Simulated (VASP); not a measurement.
**BaZrO3: single point with PBEsol+U**

Crystal: BaZrO3.

```
Ba Zr O
1.0
     4.22022    0.00000    0.00000
     0.00000    4.22022    0.00000
     0.00000    0.00000    4.22022
Ba Zr O
1 1 3
Direct
  0.00000 0.00000 0.00000
  0.50000 0.50000 0.50000
  0.50000 0.50000 0.00000
  0.50000 0.00000 0.50000
  0.00000 0.50000 0.50000
```

| Quantity | Value |
| --- | --- |
| Program | VASP 6.6.1 |
| Task | single point |
| Functional | PBEsol |
| Potentials or basis | VASP PAW PBE potentials, release 64 (Ba_sv, Zr_sv, O) |
| Cutoff | 520 eV |
| k mesh | 6 × 6 × 6 |
| Occupations | fermi-dirac, width 0.05 eV |
| Spin | no spin polarisation |
| Hubbard terms | Zr d U = 8.0 eV |
| Dipole correction | no |
| Further INCAR settings | ALGO = Normal; EDIFF = 1e-06; NBANDS = 28 |

- Pressure: 4.7 GPa
- Band gap on the k mesh: 4.18 eV (least direct gap 4.54 eV)

Levels at points of the mesh, in eV from the valence-band top:
```csv
k point,band 17,band 18,band 19,band 20,band 21,band 22,band 23,band 24
"(0.00, 0.00, 0.00)",-1.00,-0.35,-0.35,-0.35,4.18,4.18,4.18,4.43
"(0.50, 0.00, 0.00)",-1.54,-1.54,-0.64,-0.64,4.95,6.24,6.43,6.93
"(0.50, 0.50, 0.00)",-1.09,-0.98,-0.98,-0.08,6.30,6.66,6.66,6.90
"(0.50, 0.50, 0.50)",-2.34,0.00,0.00,0.00,5.67,5.67,5.67,8.33
```

Eigenvalues of the final occupation matrices:
```tsv
site	spin	trace	eigenvalues
site 2 d	1	0.55	0.06 0.06 0.06 0.18 0.18
site 2 d	2	0.55	0.06 0.06 0.06 0.18 0.18
```

Wall time 41 s on 1 thread of Intel Xeon 8259CL, with other jobs on the host, peak memory 0.2 GiB.

Caveat: the cell stands under pressure; the PAW data sets were made with another functional, which shifts forces and pressure a little; spin-orbit coupling is left out, which moves the levels of the heavy elements. A k mesh can miss the band edges.
